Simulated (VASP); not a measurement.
CdS:

```
Cd S
1.0
     0.00000    2.75324    2.75324
     2.75324    0.00000    2.75324
     2.75324    2.75324    0.00000
Cd S
1 1
Direct
  0.00000 0.00000 0.00000
  0.50000 0.50000 0.50000
```

```yaml
Program: VASP 6.6.1
Task: relaxation of cell and atoms
Functional: RPBE
Dispersion: D3(BJ)
Potentials_or_basis: VASP PAW PBE potentials, release 64 (Cd, S)
Cutoff: 600 eV
k_mesh: 8 × 8 × 8
Occupations: fermi-dirac, width 0.05 eV
Spin: no spin polarisation
```

At the start: pressure -13.2 GPa; volume 20.87 Å³/atom.

Task: How do energy, volume and symmetry change on relaxing?

Result: Over 6 steps the energy falls by 158.4 meV/atom and the volume is 17.59 Å³/atom (-15.7 %); space group Fm-3m (No. 225, to 0.05 Å).

The path:
```tsv
step	energy change (eV)	largest force (eV/Å)	pressure (GPa)	volume (Å³)
1	0.0000	0.0000	-13.15	41.74
2	-0.2116	0.0000	12.38	32.22
3	-0.3169	0.0000	-0.11	35.22
4	-0.3168	0.0000	0.30	35.10
5	-0.3168	0.0000	-0.22	35.25
6	-0.3169	0.0000	0.01	35.18
```

Final structure:
```
Cd S
1.0
     0.00000    2.60075    2.60075
     2.60075    0.00000    2.60075
     2.60075    2.60075    0.00000
Cd S
1 1
Direct
  0.00000 0.00000 0.00000
  0.50000 0.50000 0.50000
```

Caveat: the volume moved by over 15 % at a fixed basis, so the end points are rough; the PAW data sets were made with another functional, which shifts forces and pressure a little.
